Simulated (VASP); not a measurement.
A run of VASP 6.6.1:

Contents of INCAR:

```
SYSTEM = HgH2
  PREC = Accurate
  ENCUT = 410
  EDIFF = 1E-6
  ISMEAR = 0
  SIGMA = 0.01
  LREAL = .False.
  LASPH = .True.
  NELM = 120
  ALGO = Normal
  ISIF = 2
  LWAVE = .False.
  LCHARG = .False.
  GGA = PE
  NBANDS = 31
  GGA_COMPAT = .False.
  NELMDL = -8
```

File KPOINTS:

```
Automatic mesh
0
Gamma
  1 1 1
  0 0 0
```

Contents of POSCAR:

```
HgH2
1.0
   12.2100000000      0.0000000000      0.0000000000
    0.0000000000      9.0000000000      0.0000000000
    0.0000000000      0.0000000000     15.6900000000
Hg H
2 4
Direct
    0.4468738700      0.5000000000      0.6256297000
    0.5530999200      0.5000000000      0.3741064400
    0.6314234200      0.5000000000      0.4612441000
    0.3685503700      0.5000000000      0.5384914000
    0.5239492200      0.5000000000      0.7129286200
    0.4760245700      0.5000000000      0.2868068800
```

Potentials or basis: VASP PAW PBE potentials, release 64 (Hg_sv_GW, H).

Command:

```sh
$ cat potpaw_PBE.64/Hg_sv_GW/POTCAR potpaw_PBE.64/H/POTCAR > POTCAR
$ mpirun -np 1 vasp_gam > vasp.out
```

Hardware: 1 thread of AMD EPYC 9R45 96-Core Processor (Zen 5), on a shared host.

Problem. How long does it take, and how much memory?

Solution. Wall time 81 s on 1 thread of AMD EPYC 9R45 96-Core Processor (Zen 5) (shared host), peak memory 0.87 GiB. Counts: scf iterations 26, k points 1.
